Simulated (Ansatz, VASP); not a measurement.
**Two plane-wave programs on SrO**

```
Sr O
1.0
     0.00000    2.44131    2.56980
     2.44131    0.00000    2.56980
     2.44131    2.44131    0.00000
Sr O
1 1
Direct
  0.00000 0.00000 0.00000
  0.50000 0.50000 0.50000
```

Change from the starting cell: strain -0.050 along x and y, +0.000 along z, atoms carried along.

Alike in both runs: task single point; functional PBE; k mesh 8 × 8 × 8; occupations gaussian, width 0.05 eV; no spin polarisation.

```csv
,VASP,Ansatz
version,VASP 6.6.1,Ansatz 0.2.0
potentials or method,"VASP PAW PBE potentials, release 64 (Sr_sv, O), cutoff 520 eV","scalar-relativistic, plane waves, PAW"
valence electrons in the cell,16,16
```

VASP gave:

```
gap on the k mesh at the Fermi level (eV)                     : 3.00
least direct gap on the mesh (eV)                             : 3.00
pressure (GPa)                                                : 17.1
traceless stress, the component that is largest in VASP (GPa) : -7.76
```

**Question.** Estimate Ansatz's values.

**Answer.** gap on the k mesh at the Fermi level (eV): 3.05; least direct gap on the mesh (eV): 3.05; pressure (GPa): 16.1; traceless stress, the component that is largest in VASP (GPa): -7.39.
